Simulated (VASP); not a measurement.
# TiAl (P4/mmm) in VASP: further runs

Runs on TiAl. Level: PBEsol. Tasks: single point.

Everything below comes from runs of VASP 6.6.1. Logs are shortened: lines on timing, memory, paths and dates and some standing lists are left out, and cuts for length are marked.

## Step 1: The cell of the first run

Symmetry: P4/mmm, No. 123, tetragonal system. The conventional cell has a = 2.771 Å, b = 2.771 Å, c = 4.205 Å, α = 90.00°, β = 90.00°, γ = 90.00°. Ti (site symmetry 4/mmm) has 4 Ti at 2.77 Å and 8 Al at 2.87 Å within 3.7 Å. Within 3.7 Å of Al (site symmetry 4/mmm) lie 4 Al at 2.77 Å and 8 Ti at 2.87 Å.

## Step 2: Single point, PBEsol (16.14 Å³/atom)

The input, INCAR:

```
SYSTEM = TiAl
PREC     = Accurate       ! precision mode
ENCUT    = 520            ! plane-wave cutoff, eV
EDIFF    = 1E-7           ! SCF threshold, eV
ISMEAR   = 0              ! smearing method
SIGMA    = 0.15           ! smearing width, eV
LREAL    = .False.        ! projectors in reciprocal space
LASPH    = .True.         ! aspherical terms in the spheres
NELM     = 100            ! most SCF steps
ALGO     = Fast           ! electronic algorithm
ISIF     = 2              ! what is computed and relaxed
LWAVE    = .False.        ! write WAVECAR
LCHARG   = .False.        ! write CHGCAR
GGA      = PS             ! functional
NBANDS   = 14             ! bands
```

The input, KPOINTS:

```
Automatic mesh
0
Gamma
  16 16 16
  0 0 0
```

The input, POSCAR:

```
TiAl
1.0
    2.7705410601      0.0000000000      0.0000000000
    0.0000000000      2.7705410601      0.0000000000
    0.0000000000      0.0000000000      4.2048501669
Ti Al
1 1
Direct
    0.0000000000      0.0000000000      0.0000000000
    0.5000000000      0.5000000000      0.5000000000
```

Potentials or basis: VASP PAW PBE potentials, release 64 (Ti_sv, Al).

On the command line:

```console
> cat potpaw_PBE.64/Ti_sv/POTCAR potpaw_PBE.64/Al/POTCAR > POTCAR
> mpirun -np 1 vasp_std > vasp.out
```

OUTCAR:

```text
SYSTEM = TiAl
   PREC = Accurate
   ENCUT = 520
   EDIFF = 1E-7
   ISMEAR = 0
   LREAL = .False.
   LASPH = .True.
   NELM = 100
   ISIF = 2
   GGA = PS

 ion  position               nearest neighbor table
   1  0.000  0.000  0.000-   2 2.87   2 2.87   2 2.87   2 2.87   2 2.87   2 2.87   2 2.87   2 2.87

   2  0.500  0.500  0.500-   1 2.87   1 2.87   1 2.87   1 2.87   1 2.87   1 2.87   1 2.87   1 2.87

  LATTYP: Found a simple tetragonal cell.
 ALAT       =     2.7705410601
 C/A-ratio  =     1.5177000000

  Lattice vectors:

 A1 = (   2.7705410601,   0.0000000000,   0.0000000000)
 A2 = (   0.0000000000,   2.7705410601,   0.0000000000)
 A3 = (   0.0000000000,   0.0000000000,   4.2048501669)

Analysis of symmetry for initial positions (statically):
=====================================================================
 Subroutine PRICEL returns:
 Original cell was already a primitive cell.

 Routine SETGRP: Setting up the symmetry group for a
 simple tetragonal supercell.

 Subroutine GETGRP returns: Found 16 space group operations
 (whereof 16 operations were pure point group operations)
 out of a pool of 16 trial point group operations.

The static configuration has the point symmetry D_4h.

Analysis of symmetry for dynamics (positions and initial velocities):
=====================================================================
 Subroutine PRICEL returns:
 Original cell was already a primitive cell.

 Routine SETGRP: Setting up the symmetry group for a
 simple tetragonal supercell.

 Subroutine GETGRP returns: Found 16 space group operations
 (whereof 16 operations were pure point group operations)
 out of a pool of 16 trial point group operations.

The dynamic configuration has the point symmetry D_4h.

 Subroutine INISYM returns: Found 16 space group operations
 (whereof 16 operations are pure point group operations),
 and found     1 'primitive' translations

----------------------------------------------------------------------------------------

                                     Primitive cell

  volume of cell :      32.2760

  direct lattice vectors                    reciprocal lattice vectors
     2.770541060  0.000000000  0.000000000     0.360940328  0.000000000  0.000000000
     0.000000000  2.770541060  0.000000000     0.000000000  0.360940328  0.000000000
     0.000000000  0.000000000  4.204850167     0.000000000  0.000000000  0.237820602

  length of vectors
     2.770541060  2.770541060  4.204850167     0.360940328  0.360940328  0.237820602

  position of ions in fractional coordinates (direct lattice)
     0.000000000  0.000000000  0.000000000
     0.500000000  0.500000000  0.500000000

  ion indices of the primitive-cell ions
   primitive index   ion index
                 1           1
                 2           2

----------------------------------------------------------------------------------------

 KPOINTS: Automatic mesh

Automatic generation of k-mesh.
 Grid dimensions read from file:
 generate k-points for:   16   16   16

 Generating k-lattice:

  Cartesian coordinates                     Fractional coordinates (reciprocal lattice)
     0.022558771  0.000000000  0.000000000     0.062500000  0.000000000  0.000000000
     0.000000000  0.022558771  0.000000000     0.000000000  0.062500000  0.000000000
     0.000000000  0.000000000  0.014863788     0.000000000  0.000000000  0.062500000

  Length of vectors
     0.022558771  0.022558771  0.014863788

  Shift w.r.t. Gamma in fractional coordinates (k-lattice)
     0.000000000  0.000000000  0.000000000

 Subroutine IBZKPT returns following result:
 ===========================================

 Found    405 irreducible k-points:

 Following reciprocal coordinates:
            Coordinates               Weight
  0.000000  0.000000  0.000000      1.000000
  0.062500  0.000000  0.000000      4.000000
  0.125000  0.000000  0.000000      4.000000
  0.187500  0.000000  0.000000      4.000000
  0.250000  0.000000  0.000000      4.000000
  0.312500  0.000000  0.000000      4.000000
[... 16 lines left out ...]
  0.437500  0.125000  0.000000      8.000000
  0.500000  0.125000  0.000000      4.000000
 [... further k-points ...]
   k-points           NKPTS =    405   k-points in BZ     NKDIM =    405   number of bands    NBANDS=     14
   number of dos      NEDOS =    301   number of ions     NIONS =      2
   total plane-waves  NPLWV =  18432
   dimension x,y,z NGX =    24 NGY =   24 NGZ =   32
   dimension x,y,z NGXF=    48 NGYF=   48 NGZF=   64
   ions per type =               1   1
   NGX,Y,Z   is equivalent  to a cutoff of  14.40, 14.40, 12.65 a.u.
   NGXF,Y,Z  is equivalent  to a cutoff of  28.80, 28.80, 25.30 a.u.
 SYSTEM =  TiAl
   PREC   = accura    normal or accurate (medium, high low for compatibility)
   ISTART =      0    job   : 0-new  1-cont  2-samecut
   ICHARG =      2    charge: 1-file 2-atom 10-const
   ISPIN  =      1    spin polarized calculation?
   LNONCOLLINEAR =      F non collinear calculations
   LSORBIT =      F    spin-orbit coupling
   LASPH  =      T    aspherical Exc in radial PAW
   ENCUT  =  520.0 eV  38.22 Ry    6.18 a.u.   5.15  5.15  7.82*2*pi/ulx,y,z
   NELM   =    100;   NELMIN=  2; NELMDL= -5     # of ELM steps
   EDIFF  = 0.1E-06   stopping-criterion for ELM
   LREAL  =      F    real-space projection
   EDIFFG = 0.1E-05   stopping-criterion for IOM
   NSW    =      0    number of steps for IOM
   IBRION =     -1    ionic relax: 0-MD 1-quasi-New 2-CG
   NFREE  =      0    steps in history (QN), initial steepest desc. (CG)
   ISIF   =      2    stress and relaxation
   ISYM   =      2    0-nonsym 1-usesym 2-fastsym
   POTIM  = 0.5000    time-step for ionic-motion
   TEBEG  =    0.0;   TEEND  =   0.0 temperature during run
   PSTRESS=    0.0 pullay stress
   NELECT =      15.0000    total number of electrons
   NUPDOWN=      -1.0000    fix difference up-down
   EMIN   =  10.00;   EMAX   =-10.00  energy-range for DOS
   EFERMI =   0.00;   METHOD = LEGACY
   ISMEAR =     0;   SIGMA  =   0.15  broadening in eV -4-tet -1-fermi 0-gaus
   EFERMI_NEDOS =   21; number of points for ismear=-14 and -15
   IALGO  =     68    algorithm
   IMIX   =      4    mixing-type and parameters
     AMIX     =   0.40;   BMIX     =  1.00
     AMIX_MAG =   1.60;   BMIX_MAG =  1.00
  volume/ion in A,a.u.               =      16.14       108.90
  Fermi-wavevector in a.u.,A,eV,Ry     =   1.268076  2.396317 21.878403  1.608017
  Thomas-Fermi vector in A             =   2.401190
   LORBIT       =      0    0 simple, 1 ext, 2 COOP (PROOUT), +10 PAW based schemes
   GGA     = PS    functional components
   LHFCALC =     F    Hartree Fock is set to
   AEXX    =    0.0000 exact exchange contribution
   IVDW    =     0    specifies the selected vdW correction
   LEPSILON=     F    determine dielectric tensor
   LRPA    =     F    only Hartree local field effects (RPA)
 non-spin polarized calculation
 RMM-DIIS sequential band-by-band and
 Gauss-broadening in eV      SIGMA  =   0.15
  energy-cutoff  :      520.00
  volume of cell :       32.28
 maximum number of plane-waves:       888
 NGX is ok and might be reduce to    24
   NGX = 11   NGY = 11   NGZ = 15

 number of electron      14.9999998 magnetization

 Free energy of the ion-electron system (eV)
  ---------------------------------------------------
  ext. energy  EPLUGINS =         0.00000000
  ---------------------------------------------------
  free energy    TOTEN  =       -13.23883207 eV

  energy without entropy =      -13.21712679  energy(sigma->0) =      -13.22797943

 E-fermi :   8.2893     XC(G=0): -11.1607

 val. band max:        8.2882621205   @ k =   0.3750   0.3125   0.2500
 cond. band min:       8.2909508603   @ k =   0.3750   0.1250   0.4375
 fundamental gap:      0.0026887398
 Fermi energy:         8.2892990680

 k-point     1 :       0.0000    0.0000    0.0000
  band No.  band energies     occupation
      1     -48.0791      2.00000
      2     -24.5715      2.00000
      3     -24.0853      2.00000
      4     -24.0853      2.00000
      5      -0.8162      2.00000
      6       6.2546      2.00000
      7       7.4259      2.00000
      8       7.4311      2.00000
      9      10.5827      0.00000
     10      10.5827      0.00000
     11      11.7664      0.00000
     12      13.9059      0.00000
     13      17.2594      0.00000
     14      17.2594      0.00000

 k-point     2 :       0.0625    0.0000    0.0000
  band No.  band energies     occupation
      1     -48.0764      2.00000
      2     -24.5688      2.00000
      3     -24.1076      2.00000
      4     -24.0834      2.00000
      5      -0.7366      2.00000
      6       6.3264      2.00000
      7       7.3853      2.00000
      8       7.4685      2.00000
      9      10.5963      0.00000
     10      10.6327      0.00000
     11      11.6881      0.00000
     12      13.9076      0.00000
     13      15.8510      0.00000
     14      17.3565      0.00000

 k-point     3 :       0.1250    0.0000    0.0000
  band No.  band energies     occupation
      1     -48.0685      2.00000
      2     -24.5612      2.00000
      3     -24.1707      2.00000
      4     -24.0780      2.00000
      5      -0.4993      2.00000
      6       6.5271      2.00000
      7       7.2702      2.00000
      8       7.5649      2.00000
      9      10.6352      0.00000
     10      10.7838      0.00000
     11      11.4759      0.00000
     12      13.8589      0.00000
     13      14.3679      0.00000
     14      17.6339      0.00000
[... 324 lines left out ...]
 k-point    23 :       0.4375    0.1250    0.0000
  band No.  band energies     occupation
      1     -47.9985      2.00000
      2     -24.6196      2.00000
      3     -24.4942      2.00000
      4     -24.1175      2.00000
      5       3.0861      2.00000
      6       5.1408      2.00000
      7       6.6187      2.00000
      8       8.2824      1.05217
      9       9.6398      0.00000
     10      10.1095      0.00000
     11      12.4550      0.00000
     12      13.7426      0.00000
     13      14.1961      0.00000
     14      16.3884      0.00000

 k-point    24 :       0.5000    0.1250    0.0000
  band No.  band energies     occupation
      1     -47.9957      2.00000
      2     -24.6404      2.00000
      3     -24.4916      2.00000
      4     -24.1155      2.00000
      5       4.0683      2.00000
      6       4.0994      2.00000
      7       6.5852      2.00000
      8       8.3731      0.42975
      9       9.5318      0.00000
     10      10.1340      0.00000
     11      12.7147      0.00000
     12      14.0081      0.00000
     13      14.1612      0.00000
     14      15.9919      0.00000

 [... further k-points ...]

------------------------ aborting loop because EDIFF is reached ----------------------------------------

  FORCE on cell =-STRESS in cart. coord.  units (eV):
  Direction    XX          YY          ZZ          XY          YZ          ZX
  --------------------------------------------------------------------------------------
  -------------------------------------------------------------------------------------
  Total       -0.2053513     -0.2053513     -1.1301847      0.0000000     -0.0000000      0.0000000
  in kB      -10.1936178    -10.1936178    -56.1022547      0.0000000     -0.0000000      0.0000000
  external PRESSURE =     -25.4964968 kB  Pullay stress =       0.0000000 kB

 VOLUME and BASIS-vectors are now :
 -----------------------------------------------------------------------------
  energy-cutoff  :      520.00
  volume of cell :       32.28
      direct lattice vectors                 reciprocal lattice vectors
     2.770541060  0.000000000  0.000000000     0.360940328  0.000000000  0.000000000
     0.000000000  2.770541060  0.000000000     0.000000000  0.360940328  0.000000000
     0.000000000  0.000000000  4.204850167     0.000000000  0.000000000  0.237820602

 POSITION                                       TOTAL-FORCE (eV/Angst)
 -----------------------------------------------------------------------------------
      0.00000      0.00000      0.00000         0.000000      0.000000      0.000000
      1.38527      1.38527      2.10243         0.000000      0.000000      0.000000
 -----------------------------------------------------------------------------------
    total drift:                               -0.000000      0.000000      0.000000

  FREE ENERGIE OF THE ION-ELECTRON SYSTEM (eV)
  ---------------------------------------------------
  free  energy   TOTEN  =       -13.2388320653 eV

  energy  without entropy=      -13.2171267860  energy(sigma->0) =      -13.22797943
```

Wall time 2.2 min (1 thread of Intel Xeon 6975P-C (Granite Rapids), shared host); peak memory 0.3 GiB.

Results:

| Property | Result |
| --- | --- |
| Free energy | -13.2388 eV |
| Pressure | -2.5 GPa |
| Band gap on the k mesh | zero (an odd number of electrons rules out a gap without spin polarisation) |

Stress tensor (GPa, compression positive):
```
-1.02  0.00  0.00
 0.00 -1.02  0.00
 0.00  0.00 -5.61
```

Levels at points of the mesh, in eV from the Fermi level:
```csv
k point,band 4,band 5,band 6,band 7,band 8,band 9,band 10,band 11,band 12,band 13
"(0.00, 0.00, 0.00)",-32.37,-9.11,-2.03,-0.86,-0.86,2.29,2.29,3.48,5.62,8.97
"(0.50, 0.00, 0.00)",-32.32,-4.50,-4.40,-1.89,-0.29,1.85,2.67,4.67,5.06,5.06
"(0.50, 0.50, 0.00)",-32.73,-3.07,-0.27,-0.27,-0.27,-0.26,-0.26,4.47,4.96,5.92
"(0.00, 0.00, 0.50)",-32.37,-7.79,-5.35,-0.74,0.31,2.03,2.03,3.49,8.19,8.74
"(0.50, 0.00, 0.50)",-32.32,-4.88,-3.05,-1.20,-1.03,1.16,1.89,2.50,3.51,5.95
"(0.50, 0.50, 0.50)",-32.73,-2.53,-2.12,-2.12,2.03,2.08,2.69,4.38,4.38,4.74
```

Caveat: the PAW data sets were made with another functional, which shifts forces and pressure a little.

(Part 1 of 2 ends here.)
